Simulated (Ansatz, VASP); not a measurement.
## ZnS in VASP and in Ansatz

INCAR

```
SYSTEM = ZnS
  PREC = Accurate
  ENCUT = 520
  EDIFF = 1E-8
  ISMEAR = -1
  SIGMA = 0.03
  LREAL = .FALSE.
  LASPH = .TRUE.
  NELM = 80
  ALGO = Normal
  ISIF = 2
  LWAVE = .FALSE.
  LCHARG = .FALSE.
  GGA = PS
  LEFG = .TRUE.
  NBANDS = 26
```

The input KPOINTS:

```
regular mesh
0
G
  8 8 5
  0 0 0
```

File POSCAR:

```
ZnS
1.0
    3.8362379197      0.0000000000      0.0000000000
   -1.9181189598      3.3222794933      0.0000000000
    0.0000000000      0.0000000000      6.2752859714
Zn S
2 2
Direct
    0.3333333333      0.6666666667      0.0000000000
    0.6666666667      0.3333333333      0.5000000000
    0.3333333333      0.6666666667      0.3850000000
    0.6666666667      0.3333333333      0.8850000000
```

Input for Ansatz:

```yaml
crystal:
  lattice:
    - [3.8362379197, 0.0, 0.0]
    - [-1.9181189598, 3.3222794933, 0.0]
    - [0.0, 0.0, 6.2752859714]
  atoms:
    - { symbol: Zn, position: [0.3333333333, 0.6666666667, 0.0] }
    - { symbol: Zn, position: [0.6666666667, 0.3333333333, 0.5] }
    - { symbol: S, position: [0.3333333333, 0.6666666667, 0.385] }
    - { symbol: S, position: [0.6666666667, 0.3333333333, 0.885] }
kpoints:
  mp_grid: { grid: [8, 8, 5] }
scf:
  occupations: { method: fermi_dirac, width: 0.03 }
hamiltonian:
  xc: pbesol
  pseudopotentials: { kind: all_electron, datasets: crystal }
output:
  forces: true
  stress: true
  eigenvalues: true
  efg: { contact_densities: true }
```

Change from the starting cell: volume scaled by 1.02, crystal datasets.

Alike in both runs: task electric field gradients; functional PBEsol; k mesh 8 × 8 × 5; occupations fermi-dirac, width 0.03 eV; no spin polarisation.

```csv
,VASP,Ansatz
version,VASP 6.6.1,Ansatz 0.2.0
potentials or method,"VASP PAW PBE potentials, release 64 (Zn, S), cutoff 520 eV","all-electron PAW with datasets made for the crystal, scalar-relativistic"
```

```tsv
	VASP	Ansatz	Ansatz less VASP
gap on the k mesh at the Fermi level (eV)	2.02	2.02	-0.002
pressure (GPa)	-2.5	-2.7	-0.17
traceless stress, the component that is largest in VASP (GPa)	-1.04	-1.03	+0.013
rms of the force components (eV/Å)	0.165	0.163	-0.0014
size of Vzz on the site where it differs most (V/Å²)	18.7	17.5	-1.17
```

VASP's potentials were made for PBE, not for PBEsol. Atom by atom the forces differ by 0.001 eV/Å (rms over components). Ansatz ran all-electron here, and VASP with PAW potentials.
